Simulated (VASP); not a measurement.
# TaN (P6_3mc) in VASP: a series of runs, part 3 of 3

VASP 6.6.1. The steps go on from the part before.

**5. Electric field gradients, LDA (equal xx and yy strain of +1 %)**

INCAR

```
ALGO = Normal ; EDIFF = 1E-8
ENCUT = 520 ; GGA = CA
GGA_COMPAT = False ; ISIF = 2
ISMEAR = -1 ; LASPH = True
LCHARG = False ; LEFG = True
LREAL = False ; LWAVE = False
NBANDS = 24 ; NELM = 120
PREC = Accurate ; SIGMA = 0.03
```

KPOINTS

```
k-points
0
Gamma
  9 9 5
```

POSCAR

```
TaN
1.0
    3.0805011014      0.0000000000      0.0000000000
   -1.5402505508      2.6677922103      0.0000000000
    0.0000000000      0.0000000000      4.9400000000
Ta N
2 2
Direct
    0.3333333333      0.6666666667      0.0000000000
    0.6666666667      0.3333333333      0.5000000000
    0.3333333333      0.6666666667      0.3850000000
    0.6666666667      0.3333333333      0.8850000000
```

Potentials or basis: VASP PAW LDA potentials, release 64 (Ta_pv, N).

On the command line:

```
> cat potpaw_LDA.64/Ta_pv/POTCAR potpaw_LDA.64/N/POTCAR > POTCAR
> mpirun -np 1 vasp_std > vasp.out
```

OUTCAR:

```text
EDIFF = 1E-8
   ENCUT = 520
   GGA = CA
   ISIF = 2
   ISMEAR = -1
   LASPH = True
   LREAL = False
   NELM = 120
   PREC = Accurate

 ion  position               nearest neighbor table
   1  0.333  0.667  0.000-   4 1.87   4 1.87   4 1.87   3 1.90   2 3.04   2 3.04   2 3.04   2 3.04
                             2 3.04   2 3.04
   2  0.667  0.333  0.500-   3 1.87   3 1.87   3 1.87   4 1.90   1 3.04   1 3.04   1 3.04   1 3.04
                             1 3.04   1 3.04
   3  0.333  0.667  0.385-   2 1.87   2 1.87   2 1.87   1 1.90
   4  0.667  0.333  0.885-   1 1.87   1 1.87   1 1.87   2 1.90

  LATTYP: Found a hexagonal cell.
 ALAT       =     3.0805011014
 C/A-ratio  =     1.6036352001

  Lattice vectors:

 A1 = (   3.0805011014,   0.0000000000,   0.0000000000)
 A2 = (  -1.5402505508,   2.6677922103,   0.0000000000)
 A3 = (   0.0000000000,   0.0000000000,   4.9400000000)

Analysis of symmetry for initial positions (statically):
=====================================================================
 Subroutine PRICEL returns:
 Original cell was already a primitive cell.

 Routine SETGRP: Setting up the symmetry group for a
 hexagonal supercell.

 Subroutine GETGRP returns: Found 12 space group operations
 (whereof  6 operations were pure point group operations)
 out of a pool of 24 trial point group operations.

The static configuration has the point symmetry C_3v.
 The point group associated with its full space group is C_6v.

Analysis of symmetry for dynamics (positions and initial velocities):
=====================================================================
 Subroutine PRICEL returns:
 Original cell was already a primitive cell.

 Routine SETGRP: Setting up the symmetry group for a
 hexagonal supercell.

 Subroutine GETGRP returns: Found 12 space group operations
 (whereof  6 operations were pure point group operations)
 out of a pool of 24 trial point group operations.

The dynamic configuration has the point symmetry C_3v.
 The point group associated with its full space group is C_6v.

 Subroutine INISYM returns: Found 12 space group operations
 (whereof  6 operations are pure point group operations),
 and found     1 'primitive' translations

----------------------------------------------------------------------------------------

                                     Primitive cell

  volume of cell :      40.5976

  direct lattice vectors                    reciprocal lattice vectors
     3.080501101  0.000000000  0.000000000     0.324622510  0.187420894  0.000000000
    -1.540250551  2.667792210  0.000000000     0.000000000  0.374841787  0.000000000
     0.000000000  0.000000000  4.940000000     0.000000000  0.000000000  0.202429150

  length of vectors
     3.080501101  3.080501102  4.940000000     0.374841787  0.374841787  0.202429150

  position of ions in fractional coordinates (direct lattice)
     0.333333333  0.666666667  0.000000000
     0.666666667  0.333333333  0.500000000
     0.333333333  0.666666667  0.385000000
     0.666666667  0.333333333  0.885000000

  ion indices of the primitive-cell ions
   primitive index   ion index
                 1           1
                 2           2
                 3           3
                 4           4
[... 89 lines left out ...]
   IALGO  =     38    algorithm
   IMIX   =      4    mixing-type and parameters
     AMIX     =   0.40;   BMIX     =  1.00
     AMIX_MAG =   1.60;   BMIX_MAG =  1.00
  volume/ion in A,a.u.               =      10.15        68.49
  Fermi-wavevector in a.u.,A,eV,Ry     =   1.512254  2.857746 31.115325  2.286912
  Thomas-Fermi vector in A             =   2.622203
   LORBIT       =      0    0 simple, 1 ext, 2 COOP (PROOUT), +10 PAW based schemes
   GGA     = CA    functional components
   LHFCALC =     F    Hartree Fock is set to
   AEXX    =    0.0000 exact exchange contribution
   IVDW    =     0    specifies the selected vdW correction
   LEPSILON=     F    determine dielectric tensor
   LRPA    =     F    only Hartree local field effects (RPA)
 non-spin polarized calculation
  energy-cutoff  :      520.00
  volume of cell :       40.60
 maximum number of plane-waves:      1100
 NGX is ok and might be reduce to    24
   NGX = 11   NGY = 11   NGZ = 19

 number of electron      32.0000005 magnetization

 Free energy of the ion-electron system (eV)
  ---------------------------------------------------
  ext. energy  EPLUGINS =         0.00000000
  ---------------------------------------------------
  free energy    TOTEN  =       -43.61393728 eV

  energy without entropy =      -43.60639974  energy(sigma->0) =      -43.61016851

 E-fermi :   9.4208     XC(G=0): -13.6585

 val. band max:        9.4061074902   @ k =   0.2222  -0.0000   0.0000
 cond. band min:       9.4227203433   @ k =   0.1111   0.0000   0.4000
 fundamental gap:      0.0166128531
 Fermi energy:         9.4208165704

 k-point     1 :       0.0000    0.0000    0.0000
  band No.  band energies     occupation
      1     -26.4857      2.00000
      2     -25.4240      2.00000
      3     -25.4240      2.00000
      4     -25.2325      2.00000
      5     -25.2325      2.00000
      6     -25.1763      2.00000
[... 637 lines left out ...]
     23      16.7602      0.00000
     24      16.7602      0.00000

 [... further k-points ...]

------------------------ aborting loop because EDIFF is reached ----------------------------------------

  FORCE on cell =-STRESS in cart. coord.  units (eV):
  Direction    XX          YY          ZZ          XY          YZ          ZX
  --------------------------------------------------------------------------------------
  -------------------------------------------------------------------------------------
  Total       28.9564984     28.9564984     24.2833659     -0.0000000      0.0000000      0.0000000
  in kB     1142.7633612   1142.7633613    958.3389720     -0.0000000      0.0000000      0.0000000
  external PRESSURE =    1081.2885648 kB  Pullay stress =       0.0000000 kB

 VOLUME and BASIS-vectors are now :
 -----------------------------------------------------------------------------
  energy-cutoff  :      520.00
  volume of cell :       40.60
      direct lattice vectors                 reciprocal lattice vectors
     3.080501101  0.000000000  0.000000000     0.324622510  0.187420894  0.000000000
    -1.540250551  2.667792210  0.000000000     0.000000000  0.374841787  0.000000000
     0.000000000  0.000000000  4.940000000     0.000000000  0.000000000  0.202429150

 POSITION                                       TOTAL-FORCE (eV/Angst)
 -----------------------------------------------------------------------------------
     -0.00000      1.77853      0.00000        -0.000000      0.000000      1.686795
      1.54025      0.88926      2.47000         0.000000     -0.000000      1.686795
     -0.00000      1.77853      1.90190         0.000000     -0.000000     -1.686795
      1.54025      0.88926      4.37190         0.000000      0.000000     -1.686795
 -----------------------------------------------------------------------------------
    total drift:                               -0.000000      0.000000      0.000178

  FREE ENERGIE OF THE ION-ELECTRON SYSTEM (eV)
  ---------------------------------------------------
  free  energy   TOTEN  =       -43.6139372764 eV

  energy  without entropy=      -43.6063997383  energy(sigma->0) =      -43.61016851

 Electric field gradients (V/A^2)
---------------------------------------------------------------------
 ion       V_xx      V_yy      V_zz      V_xy      V_xz      V_yz
---------------------------------------------------------------------
   1     -54.656   -54.656   109.312    -0.001     0.000    -0.000
   2     -54.656   -54.656   109.312    -0.001    -0.000     0.000
   3      -5.152    -5.151    10.302     0.001     0.000    -0.000
   4      -5.152    -5.151    10.302     0.001    -0.000     0.000
---------------------------------------------------------------------

 Electric field gradients after diagonalization (V/A^2)
 (convention: |V_zz| > |V_xx| > |V_yy|)
----------------------------------------------------------------------
 ion       V_xx      V_yy      V_zz     asymmetry (V_yy - V_xx)/ V_zz
----------------------------------------------------------------------
   1     -54.657   -54.655   109.312       0.000
   2     -54.657   -54.655   109.312       0.000
   3      -5.152    -5.150    10.302       0.000
   4      -5.152    -5.150    10.302       0.000
----------------------------------------------------------------------

           NMR quadrupolar parameters

 Cq : quadrupolar parameter    Cq=e*Q*V_zz/h
 eta: asymmetry parameters     (V_yy - V_xx)/ V_zz
 Q  : nuclear electric quadrupole moment in mb (millibarn)
----------------------------------------------------------------------
 ion       Cq(MHz)       eta       Q (mb)
----------------------------------------------------------------------
   1       0.264       0.000       1.000
   2       0.264       0.000       1.000
   3       0.025       0.000       1.000
   4       0.025       0.000       1.000
----------------------------------------------------------------------
```

It took 11 s on 1 thread of Intel Xeon 6975P-C (Granite Rapids), shared host; peak memory 0.16 GiB.

Results:

```
Free energy                             : -43.6139 eV
Pressure                                : 108.1 GPa
Largest force                           : 1.687 eV/Å
Band gap on the k mesh                  : zero (bands 16 and 17 overlap by 2.10 eV)
Largest electric field gradient by atom : Ta +109.3; N +10.3 V/Å²
```

Forces in eV/Å, atoms in the order of the input:
```
Ta   0.000  0.000  1.687
Ta   0.000  0.000  1.687
N    0.000  0.000 -1.687
N    0.000  0.000 -1.687
```

Levels at points of the mesh, in eV from the Fermi level:
| k point | band 12 | band 13 | band 14 | band 15 | band 16 | band 17 | band 18 | band 19 | band 20 | band 21 |
| --- | --- | --- | --- | --- | --- | --- | --- | --- | --- | --- |
| (0.00, 0.00, 0.00) | -7.70 | -7.70 | -7.34 | -0.91 | -0.91 | -0.21 | 2.06 | 2.56 | 2.56 | 4.52 |

Electric field gradients, principal values (V/Å²):
| atom | least | middle | greatest (by size) |
| --- | --- | --- | --- |
| 1 Ta | -54.655 | -54.657 | 109.312 |
| 2 Ta | -54.655 | -54.657 | 109.312 |
| 3 N | -5.150 | -5.152 | 10.302 |
| 4 N | -5.150 | -5.152 | 10.302 |

Caveat: the cell differs from its parent crystal (equal xx and yy strain of +1 %); the cell stands under pressure; without QUAD_EFG the Cq values of the log hold for a quadrupole moment of 1 mb, not for the nuclei; spin-orbit coupling is left out, which moves the levels of the heavy elements; forces of over 1 eV/Å act on the atoms, so gaps and moduli don't describe the material at rest.

**6. Electric field gradients, LDA (equal xx and yy strain of +1 %)**

INCAR

```
SYSTEM = TaN
PREC = Accurate ; ENCUT = 520
EDIFF = 1E-8 ; ISMEAR = -1
SIGMA = 0.03 ; LREAL = .FALSE.
LASPH = .TRUE. ; NELM = 120
ALGO = Normal ; ISIF = 2
LWAVE = .FALSE. ; LCHARG = .FALSE.
GGA = CA ; LEFG = .TRUE.
NBANDS = 24 ; GGA_COMPAT = .FALSE.
```

KPOINTS

```
regular mesh
0
G
  9 9 5
  0 0 0
```

POSCAR is that of step 5.

Potentials or basis: VASP PAW LDA potentials, release 64 (Ta_pv, N).

On the command line:

```
> cat potpaw_LDA.64/Ta_pv/POTCAR potpaw_LDA.64/N/POTCAR > POTCAR
> mpirun -np 1 vasp_std > vasp.out
```

OUTCAR:

```text
SYSTEM = TaN
   PREC = Accurate
   ENCUT = 520
   EDIFF = 1E-8
   ISMEAR = -1
   LREAL = .FALSE.
   LASPH = .TRUE.
   NELM = 120
   ISIF = 2
   GGA = CA

 ion  position               nearest neighbor table
   1  0.333  0.667  0.000-   4 1.87   4 1.87   4 1.87   3 1.90   2 3.04   2 3.04   2 3.04   2 3.04
                             2 3.04   2 3.04
   2  0.667  0.333  0.500-   3 1.87   3 1.87   3 1.87   4 1.90   1 3.04   1 3.04   1 3.04   1 3.04
                             1 3.04   1 3.04
   3  0.333  0.667  0.385-   2 1.87   2 1.87   2 1.87   1 1.90
   4  0.667  0.333  0.885-   1 1.87   1 1.87   1 1.87   2 1.90

  LATTYP: Found a hexagonal cell.
 ALAT       =     3.0805011014
 C/A-ratio  =     1.6036352001

  Lattice vectors:

 A1 = (   3.0805011014,   0.0000000000,   0.0000000000)
 A2 = (  -1.5402505508,   2.6677922103,   0.0000000000)
 A3 = (   0.0000000000,   0.0000000000,   4.9400000000)

Analysis of symmetry for initial positions (statically):
=====================================================================
 Subroutine PRICEL returns:
[... 856 lines left out ...]
      1.54025      0.88926      2.47000         0.000000     -0.000000      1.686795
     -0.00000      1.77853      1.90190         0.000000     -0.000000     -1.686795
      1.54025      0.88926      4.37190         0.000000      0.000000     -1.686795
 -----------------------------------------------------------------------------------
    total drift:                               -0.000000      0.000000      0.000178

  FREE ENERGIE OF THE ION-ELECTRON SYSTEM (eV)
  ---------------------------------------------------
  free  energy   TOTEN  =       -43.6139372764 eV

  energy  without entropy=      -43.6063997383  energy(sigma->0) =      -43.61016851

 Electric field gradients (V/A^2)
---------------------------------------------------------------------
 ion       V_xx      V_yy      V_zz      V_xy      V_xz      V_yz
---------------------------------------------------------------------
   1     -54.656   -54.656   109.312    -0.001     0.000    -0.000
   2     -54.656   -54.656   109.312    -0.001    -0.000     0.000
   3      -5.152    -5.151    10.302     0.001     0.000    -0.000
   4      -5.152    -5.151    10.302     0.001    -0.000     0.000
---------------------------------------------------------------------

 Electric field gradients after diagonalization (V/A^2)
 (convention: |V_zz| > |V_xx| > |V_yy|)
----------------------------------------------------------------------
 ion       V_xx      V_yy      V_zz     asymmetry (V_yy - V_xx)/ V_zz
----------------------------------------------------------------------
   1     -54.657   -54.655   109.312       0.000
   2     -54.657   -54.655   109.312       0.000
   3      -5.152    -5.150    10.302       0.000
   4      -5.152    -5.150    10.302       0.000
----------------------------------------------------------------------

           NMR quadrupolar parameters

 Cq : quadrupolar parameter    Cq=e*Q*V_zz/h
 eta: asymmetry parameters     (V_yy - V_xx)/ V_zz
 Q  : nuclear electric quadrupole moment in mb (millibarn)
----------------------------------------------------------------------
 ion       Cq(MHz)       eta       Q (mb)
----------------------------------------------------------------------
   1       0.264       0.000       1.000
   2       0.264       0.000       1.000
   3       0.025       0.000       1.000
   4       0.025       0.000       1.000
----------------------------------------------------------------------
```

OSZICAR:

```text
N       E                     dE             d eps       ncg     rms          rms(c)
DAV:   1     0.281680121150E+03    0.28168E+03   -0.17949E+04  1728   0.143E+03
DAV:   2    -0.374422090504E+02   -0.31912E+03   -0.30398E+03  2072   0.417E+02
DAV:   3    -0.508129432294E+02   -0.13371E+02   -0.13244E+02  2176   0.845E+01
DAV:   4    -0.509206537589E+02   -0.10771E+00   -0.10767E+00  1872   0.801E+00
DAV:   5    -0.509218198863E+02   -0.11661E-02   -0.11659E-02  2208   0.750E-01    0.571E+01
DAV:   6    -0.438223510845E+02    0.70995E+01   -0.25428E+01  1760   0.379E+01    0.243E+01
DAV:   7    -0.436701198693E+02    0.15223E+00   -0.91134E-01  1992   0.737E+00    0.132E+01
DAV:   8    -0.436169650701E+02    0.53155E-01   -0.56097E-02  2016   0.181E+00    0.107E+00
DAV:   9    -0.436139294551E+02    0.30356E-02   -0.85859E-03  1992   0.634E-01    0.197E-01
DAV:  10    -0.436139592481E+02   -0.29793E-04   -0.30628E-04  2000   0.148E-01    0.459E-02
DAV:  11    -0.436139374669E+02    0.21781E-04   -0.79925E-05  2064   0.664E-02    0.109E-02
DAV:  12    -0.436139373343E+02    0.13264E-06   -0.32988E-06  2032   0.144E-02    0.690E-03
DAV:  13    -0.436139372998E+02    0.34425E-07   -0.17114E-07  2104   0.329E-03    0.349E-03
DAV:  14    -0.436139372765E+02    0.23287E-07   -0.63741E-08  1904   0.198E-03    0.695E-04
DAV:  15    -0.436139372764E+02    0.12642E-09   -0.60657E-09  1112   0.555E-04
   1 F= -.43613937E+02 E0= -.43610169E+02  d E =-.753754E-02
```

It took 12 s on 1 thread of Intel Xeon 6975P-C (Granite Rapids), shared host; peak memory 0.15 GiB.

Results:

```
Free energy                             : -43.6139 eV
Pressure                                : 108.1 GPa
Largest force                           : 1.687 eV/Å
Band gap on the k mesh                  : zero (bands 16 and 17 overlap by 2.10 eV)
Largest electric field gradient by atom : Ta +109.3; N +10.3 V/Å²
```

Forces on the atoms (eV/Å):
```
Ta   0.000  0.000  1.687
Ta   0.000  0.000  1.687
N    0.000  0.000 -1.687
N    0.000  0.000 -1.687
```

Electric field gradients, principal values (V/Å²):
```tsv
atom	least	middle	greatest (by size)
1 Ta	-54.655	-54.657	109.312
2 Ta	-54.655	-54.657	109.312
3 N	-5.150	-5.152	10.302
4 N	-5.150	-5.152	10.302
```

Caveat: the cell differs from its parent crystal (equal xx and yy strain of +1 %); the cell stands under pressure; without QUAD_EFG the Cq values of the log hold for a quadrupole moment of 1 mb, not for the nuclei; spin-orbit coupling is left out, which moves the levels of the heavy elements; forces of over 1 eV/Å act on the atoms, so gaps and moduli don't describe the material at rest.

**7. The runs side by side**

| cell | gap on the mesh (eV) | pressure (GPa) | largest force (eV/Å) |
| --- | --- | --- | --- |
| a = 2.989, b = 2.989, c = 4.940 Å, angles 90.0, 90.0, 120.0°, 4 atoms | none | 154.6 | 3.51 |
| a = 3.020, b = 3.020, c = 4.940 Å, angles 90.0, 90.0, 120.0°, 4 atoms | none | 137.8 | 2.85 |
| a = 3.081, b = 3.081, c = 4.940 Å, angles 90.0, 90.0, 120.0°, 4 atoms | none | 108.1 | 1.69 |

Alike in all rows: task electric field gradients; level LDA; potentials or basis VASP PAW LDA potentials, release 64 (Ta_pv, N); no spin polarisation; k mesh 9 × 9 × 5; cutoff (eV) 520; smearing fermi-dirac 0.03 eV.

Caveats: the cell stands under pressure; spin-orbit coupling is left out, which moves the levels of the heavy elements; forces of over 1 eV/Å act on the atoms, so gaps and moduli don't describe the material at rest.

Total energies depend on the potentials used, so only differences within one code and one set of settings carry meaning.
